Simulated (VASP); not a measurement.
# Li16C (a cell with a defect) in VASP: a series of runs

The runs below take Li16C (a cell with a defect) through single point, with PBE.

Program: VASP 6.6.1. These are calculated values, not measurements. Logs are shortened: lines on timing, memory, paths and dates and some standing lists are left out, and cuts for length are marked.

## 1. The cell of the first run

The cell holds a defect, 17 atoms: a = 6.980 Å, b = 6.980 Å, c = 6.980 Å, α = 90.00°, β = 90.00°, γ = 90.00°.

## 2. Single point, PBE

INCAR

```
SYSTEM = Li16C
ALGO = Normal ; EDIFF = 1E-6
ENCUT = 520 ; GGA = PE
ISIF = 2 ; ISMEAR = 0
LASPH = .TRUE. ; LCHARG = .FALSE.
LREAL = Auto ; LWAVE = .FALSE.
NBANDS = 40 ; NELM = 100
PREC = Accurate ; SIGMA = 0.1
```

KPOINTS

```
k-points
0
G
  3 3 3
  0 0 0
```

POSCAR

```
Li16C
1.0
    6.9800000000      0.0000000000      0.0000000000
    0.0000000000      6.9800000000      0.0000000000
    0.0000000000      0.0000000000      6.9800000000
Li C
16 1
Direct
    0.0005780361      0.0334285566      0.0321645874
    0.5007316654     -0.0257660853      0.0344890791
    0.0006882152      0.3999014755     -0.0562497897
    0.0005771999      0.0331615432      0.4702975344
    0.2841372137      0.2756429135      0.2513381435
    0.5004787470      0.5420736371     -0.0332547676
    0.5007148207     -0.0263839266      0.4675292966
    0.7171017374      0.2758102906      0.2513553928
    0.0007189040      0.4002295756      0.5582766333
    0.2164230454      0.7074671012      0.2507900092
    0.2815336712      0.2161228140      0.7508946600
    0.5004624905      0.5422158255      0.5354611698
    0.7848715870      0.7073609069      0.2508020371
    0.7197119198      0.2163640438      0.7508738633
    0.1932864216      0.8494217038      0.7513087652
    0.8078639351      0.8495615032      0.7513162630
    0.0005906900      0.1247383214      0.7511873224
```

Potentials or basis: VASP PAW PBE potentials, release 64 (Li_sv, C).

Started as:

```console
$ cat potpaw_PBE.64/Li_sv/POTCAR potpaw_PBE.64/C/POTCAR > POTCAR
$ mpirun -np 1 vasp_std > vasp.out
```

OUTCAR:

```text
SYSTEM = Li16C
   EDIFF = 1E-6
   ENCUT = 520
   GGA = PE
   ISIF = 2
   ISMEAR = 0
   LASPH = .TRUE.
   LREAL = Auto
   NELM = 100
   PREC = Accurate

 ion  position               nearest neighbor table
   1  0.001  0.033  0.032-  17 2.06
   2  0.501  0.974  0.034-
   3  0.001  0.400  0.944-
   4  0.001  0.033  0.470-  17 2.06
   5  0.284  0.276  0.251-
   6  0.500  0.542  0.967-
   7  0.501  0.974  0.468-
   8  0.717  0.276  0.251-
   9  0.001  0.400  0.558-
  10  0.216  0.707  0.251-
  11  0.282  0.216  0.751-  17 2.06
  12  0.500  0.542  0.535-
  13  0.785  0.707  0.251-
  14  0.720  0.216  0.751-  17 2.06
  15  0.193  0.849  0.751-
  16  0.808  0.850  0.751-
  17  0.001  0.125  0.751-  11 2.06   4 2.06   1 2.06  14 2.06

  LATTYP: Found a simple cubic cell.
 ALAT       =     6.9800000000

  Lattice vectors:

 A1 = (   6.9800000000,   0.0000000000,   0.0000000000)
 A2 = (   0.0000000000,   6.9800000000,   0.0000000000)
 A3 = (   0.0000000000,   0.0000000000,   6.9800000000)

Analysis of symmetry for initial positions (statically):
=====================================================================
 Subroutine PRICEL returns:
 Original cell was already a primitive cell.

 Routine SETGRP: Setting up the symmetry group for a
 simple cubic supercell.

 Subroutine GETGRP returns: Found  1 space group operations
 (whereof  1 operations were pure point group operations)
 out of a pool of 48 trial point group operations.

The static configuration has the point symmetry C_1 .

Analysis of symmetry for dynamics (positions and initial velocities):
=====================================================================
 Subroutine PRICEL returns:
 Original cell was already a primitive cell.

 Routine SETGRP: Setting up the symmetry group for a
 simple cubic supercell.

 Subroutine GETGRP returns: Found  1 space group operations
 (whereof  1 operations were pure point group operations)
 out of a pool of 48 trial point group operations.

The dynamic configuration has the point symmetry C_1 .

 Subroutine INISYM returns: Found  1 space group operations
 (whereof  1 operations are pure point group operations),
 and found     1 'primitive' translations

[... 112 lines left out ...]
   NELM   =    100;   NELMIN=  2; NELMDL= -5     # of ELM steps
   EDIFF  = 0.1E-05   stopping-criterion for ELM
   LREAL  =      T    real-space projection
   EDIFFG = 0.1E-04   stopping-criterion for IOM
   NSW    =      0    number of steps for IOM
   IBRION =     -1    ionic relax: 0-MD 1-quasi-New 2-CG
   NFREE  =      0    steps in history (QN), initial steepest desc. (CG)
   ISIF   =      2    stress and relaxation
   ISYM   =      2    0-nonsym 1-usesym 2-fastsym
   POTIM  = 0.5000    time-step for ionic-motion
   TEBEG  =    0.0;   TEEND  =   0.0 temperature during run
   PSTRESS=    0.0 pullay stress
   NELECT =      52.0000    total number of electrons
   NUPDOWN=      -1.0000    fix difference up-down
   EMIN   =  10.00;   EMAX   =-10.00  energy-range for DOS
   EFERMI =   0.00;   METHOD = LEGACY
   ISMEAR =     0;   SIGMA  =   0.10  broadening in eV -4-tet -1-fermi 0-gaus
   EFERMI_NEDOS =   21; number of points for ismear=-14 and -15
   IALGO  =     38    algorithm
   IMIX   =      4    mixing-type and parameters
     AMIX     =   0.40;   BMIX     =  1.00
     AMIX_MAG =   1.60;   BMIX_MAG =  1.00
  volume/ion in A,a.u.               =      20.00       134.99
  Fermi-wavevector in a.u.,A,eV,Ry     =   0.875428  1.654319 10.427158  0.766374
  Thomas-Fermi vector in A             =   1.995098
   LORBIT       =      0    0 simple, 1 ext, 2 COOP (PROOUT), +10 PAW based schemes
   GGA     = PE    functional components
   LHFCALC =     F    Hartree Fock is set to
   AEXX    =    0.0000 exact exchange contribution
   IVDW    =     0    specifies the selected vdW correction
   LEPSILON=     F    determine dielectric tensor
   LRPA    =     F    only Hartree local field effects (RPA)
 non-spin polarized calculation
 Gauss-broadening in eV      SIGMA  =   0.10
  energy-cutoff  :      520.00
  volume of cell :      340.07
 maximum number of plane-waves:      9180
 NGX is ok and might be reduce to    54
   NGX = 25   NGY = 25   NGZ = 25

 number of electron      51.9999992 magnetization

 Free energy of the ion-electron system (eV)
  ---------------------------------------------------
  ext. energy  EPLUGINS =         0.00000000
  ---------------------------------------------------
  free energy    TOTEN  =       -37.93133502 eV

  energy without entropy =      -37.87850745  energy(sigma->0) =      -37.90492123

 E-fermi :   0.3816     XC(G=0):  -7.0249

 val. band max:        0.3476841564   @ k =  -0.3333   0.3333   0.3333
 cond. band min:       0.3863311338   @ k =   0.0000   0.3333   0.0000
 fundamental gap:      0.0386469774
 Fermi energy:         0.3815623955

 k-point     1 :       0.0000    0.0000    0.0000
  band No.  band energies     occupation
      1     -46.1809      2.00000
      2     -46.1728      2.00000
      3     -46.1715      2.00000
      4     -46.1714      2.00000
      5     -46.1708      2.00000
      6     -46.1692      2.00000
[... 563 lines left out ...]
     37       4.0046      0.00000
     38       4.4145      0.00000
 [bands above 38 left out]

------------------------ aborting loop because EDIFF is reached ----------------------------------------

  FORCE on cell =-STRESS in cart. coord.  units (eV):
  Direction    XX          YY          ZZ          XY          YZ          ZX
  --------------------------------------------------------------------------------------
  -------------------------------------------------------------------------------------
  Total       -1.4807888     -3.8286647     -1.4573515     -0.0025399      0.0030505     -0.0003858
  in kB       -6.9764972    -18.0381357     -6.8660761     -0.0119665      0.0143717     -0.0018175
  external PRESSURE =     -10.6269030 kB  Pullay stress =       0.0000000 kB

 VOLUME and BASIS-vectors are now :
 -----------------------------------------------------------------------------
  energy-cutoff  :      520.00
  volume of cell :      340.07
      direct lattice vectors                 reciprocal lattice vectors
     6.980000000  0.000000000  0.000000000     0.143266476  0.000000000  0.000000000
     0.000000000  6.980000000  0.000000000     0.000000000  0.143266476  0.000000000
     0.000000000  0.000000000  6.980000000     0.000000000  0.000000000  0.143266476

 POSITION                                       TOTAL-FORCE (eV/Angst)
 -----------------------------------------------------------------------------------
      0.00403      0.23333      0.22451        -0.000121     -0.004905      0.002826
      3.49511      6.80015      0.24073        -0.000109     -0.001752     -0.001831
      0.00480      2.79131      6.58738        -0.000012      0.003855     -0.003604
      0.00403      0.23147      3.28268         0.001142     -0.005121     -0.005775
      1.98328      1.92399      1.75434        -0.002532      0.001344     -0.001466
      3.49334      3.78367      6.74788         0.001085      0.000811     -0.001159
[... 9 lines left out ...]
      5.63889      5.92994      5.24419         0.004093     -0.001071     -0.001301
      0.00412      0.87067      5.24329        -0.000781      0.002334      0.000910
 -----------------------------------------------------------------------------------
    total drift:                                0.007334      0.015043      0.004585

  FREE ENERGIE OF THE ION-ELECTRON SYSTEM (eV)
  ---------------------------------------------------
  free  energy   TOTEN  =       -37.9313350165 eV

  energy  without entropy=      -37.8785074528  energy(sigma->0) =      -37.90492123
```

OSZICAR:

```text
N       E                     dE             d eps       ncg     rms          rms(c)
[... 11 lines left out ...]
DAV:  12    -0.379321386647E+02    0.16222E-02   -0.85625E-03  1792   0.215E-01    0.139E-01
DAV:  13    -0.379315574659E+02    0.58120E-03   -0.12629E-03  1744   0.108E-01    0.731E-02
DAV:  14    -0.379314989721E+02    0.58494E-04   -0.20562E-04  1664   0.401E-02    0.672E-02
DAV:  15    -0.379314912833E+02    0.76889E-05   -0.12109E-05  1368   0.112E-02    0.698E-02
DAV:  16    -0.379313464895E+02    0.14479E-03   -0.17976E-04  1416   0.585E-02    0.220E-02
DAV:  17    -0.379313343448E+02    0.12145E-04   -0.63011E-05  1576   0.302E-02    0.187E-02
DAV:  18    -0.379313342102E+02    0.13454E-06   -0.14153E-05  1456   0.126E-02    0.202E-02
DAV:  19    -0.379313350165E+02   -0.80630E-06   -0.18543E-06  1080   0.679E-03
   1 F= -.37931335E+02 E0= -.37904921E+02  d E =-.528276E-01
```

Wall time 6.3 min (1 thread of Intel Xeon Platinum 8175M at 2.50GHz (Skylake/Cascade Lake), shared host); peak memory 0.42 GiB.

What came out:

| Quantity | Value |
| --- | --- |
| Free energy | -37.9313 eV |
| Largest force | 0.008 eV/Å |
| Band gap on the k mesh | zero (band 26 reaches 0.53 eV, above the bottom of band 27 at 0.35 eV) |

Forces on the atoms (eV/Å):
```
Li   0.000 -0.005  0.003
Li   0.000 -0.002 -0.002
Li   0.000  0.004 -0.004
Li   0.001 -0.005 -0.006
Li  -0.003  0.001 -0.001
Li   0.001  0.001 -0.001
Li   0.000  0.000 -0.002
Li   0.003  0.000 -0.001
Li   0.000  0.003  0.006
Li   0.001 -0.004  0.001
Li   0.000  0.008  0.002
Li   0.000 -0.002  0.002
Li  -0.002 -0.006  0.003
Li   0.001  0.006  0.000
Li  -0.004  0.000  0.000
Li   0.004 -0.001 -0.001
C   -0.001  0.002  0.001
```

Levels at points of the mesh, in eV from the Fermi level:
```csv
k point,band 23,band 24,band 25,band 26,band 27,band 28,band 29,band 30
"(0.00, 0.00, 0.00)",-0.82,-0.31,-0.16,0.15,0.15,0.57,0.65,1.07
```

Caveat: the cutoff is under 1.25 times the usual one of these potentials, so pressure, stress and relaxed cells hold a basis-set (Pulay) error.

## 3. Single point, PBE

INCAR

```
SYSTEM = Li16C
  PREC = Accurate
  ENCUT = 520
  EDIFF = 1E-7
  ISMEAR = 0
  SIGMA = 0.1
  LREAL = Auto
  LASPH = .TRUE.
  NELM = 60
  ALGO = Normal
  ISIF = 2
  LWAVE = .FALSE.
  LCHARG = .FALSE.
  GGA = PE
  NBANDS = 40
```

KPOINTS

```
Automatic mesh
0
G
  3 3 3
  0 0 0
```

POSCAR

```
Li16C
1.0
    6.9800000000      0.0000000000      0.0000000000
    0.0000000000      6.9800000000      0.0000000000
    0.0000000000      0.0000000000      6.9800000000
Li C
16 1
Direct
   -0.0000803063     -0.0306128756     -0.0334773614
    0.5005736304     -0.0327307521      0.0241863685
   -0.0000956406      0.5299969915     -0.0329117549
    0.0002492045      0.0566823044      0.5991530318
    0.1934999740      0.2496062745      0.1509354766
    0.5005813840      0.5325096887      0.0249590503
    0.4998547472      0.0337870858      0.4585437018
    0.8063961197      0.2495924234      0.1516212524
    0.0002527268      0.4432323740      0.5983303872
    0.2156250779      0.7502391178      0.2913478992
    0.2808721716      0.2501016177      0.7831043725
    0.4998574419      0.4656463988      0.4581790848
    0.7846856833      0.7502447819      0.2915266330
    0.7197095422      0.2501125152      0.7828027295
    0.2827047986      0.7490042840      0.7254574313
    0.7173957755      0.7490053566      0.7249515032
    0.0002392094      0.2498389433      0.8745446244
```

Potentials or basis: VASP PAW PBE potentials, release 64 (Li_sv, C).

Started as:

```console
$ cat potpaw_PBE.64/Li_sv/POTCAR potpaw_PBE.64/C/POTCAR > POTCAR
$ mpirun -np 1 vasp_std > vasp.out
```

It took 6.6 min on 1 thread of Intel Xeon Platinum 8175M at 2.50GHz (Skylake/Cascade Lake), shared host; peak memory 0.41 GiB.

It converged, with:

- Free energy: -37.9307 eV
- Largest force: 0.021 eV/Å
- Band gap on the k mesh: zero (band 26 reaches 0.53 eV, above the bottom of band 27 at 0.35 eV)

Forces on the atoms (eV/Å):
```
Li   0.000 -0.005  0.003
Li  -0.002 -0.007  0.011
Li   0.000  0.009  0.000
Li   0.000  0.010  0.002
Li  -0.013 -0.001 -0.009
Li  -0.002  0.004  0.010
Li   0.002 -0.002 -0.003
Li   0.017 -0.001 -0.013
Li   0.000 -0.013  0.006
Li   0.010 -0.001  0.009
Li  -0.003  0.000 -0.006
Li   0.001  0.003 -0.004
Li  -0.010 -0.001  0.010
Li   0.001  0.000 -0.002
Li  -0.001  0.003 -0.010
Li   0.000  0.004 -0.009
C   -0.002 -0.002  0.006
```

Levels at points of the mesh, in eV from the Fermi level:
```csv
k point,band 23,band 24,band 25,band 26,band 27,band 28,band 29,band 30
"(0.00, 0.00, 0.00)",-0.82,-0.31,-0.16,0.15,0.15,0.57,0.65,1.07
```

Caveat: the cutoff is under 1.25 times the usual one of these potentials, so pressure, stress and relaxed cells hold a basis-set (Pulay) error.
